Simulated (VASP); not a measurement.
## Be3AgS4: single point with PBE

Crystal: Be3AgS4.

```
Be Ag S
1.0
     5.25297    0.00000    0.00000
     0.00000    5.25297    0.00000
     0.00000    0.00000    5.25297
Be Ag S
3 1 4
Direct
  0.00000 0.50000 0.50000
  0.50000 0.00000 0.50000
  0.50000 0.50000 0.00000
  0.50000 0.50000 0.50000
  0.50000 0.00000 0.00000
  0.00000 0.50000 0.00000
  0.00000 0.00000 0.50000
  0.00000 0.00000 0.00000
```

- Program: VASP 6.6.1
- Task: single point
- Functional: PBE
- Potentials or basis: VASP PAW PBE potentials, release 64 (Be, Ag, S)
- Cutoff: 520 eV
- k mesh: 4 × 4 × 4
- Occupations: gaussian, width 0.1 eV
- Spin: collinear spin, ferromagnetic start
- Starting moments: [0.0, 0.0, 0.0, 1.0, 0.0, 0.0, 0.0, 0.0] μB

- Pressure: -12.3 GPa
- Net moment: 0.00 μB per cell
- Valence electrons inside the program's atomic spheres: Be 0.64; Ag 9.87; S 3.56, 3.46

Levels at points of the mesh, in eV from the Fermi level:
Spin up:
```csv
k point,band 17,band 18,band 19,band 20,band 21,band 22,band 23,band 24
"(0.00, 0.00, 0.00)",-3.70,-3.70,-3.70,0.23,0.23,1.59,1.59,1.59
"(0.50, 0.00, 0.00)",-3.27,-2.98,-2.76,-1.51,-0.37,0.83,0.83,2.04
"(0.50, 0.50, 0.00)",-2.76,-2.76,-2.33,-2.17,-1.63,-0.08,1.15,1.15
"(0.50, 0.50, 0.50)",-2.74,-2.74,-2.20,-2.20,-2.20,-2.04,2.43,2.43
```
Spin down:
```
           k point  band 17  band 18  band 19  band 20  band 21  band 22  band 23  band 24
(0.00, 0.00, 0.00)    -3.70    -3.70    -3.70     0.23     0.23     1.59     1.59     1.59
(0.50, 0.00, 0.00)    -3.27    -2.98    -2.76    -1.51    -0.37     0.83     0.83     2.04
(0.50, 0.50, 0.00)    -2.76    -2.76    -2.33    -2.17    -1.63    -0.08     1.15     1.15
(0.50, 0.50, 0.50)    -2.74    -2.74    -2.20    -2.20    -2.20    -2.04     2.43     2.43
```

It took 92 s on 1 thread of Oxide Virtual Turin-like Processor, on a shared host, peak memory 0.29 GiB.
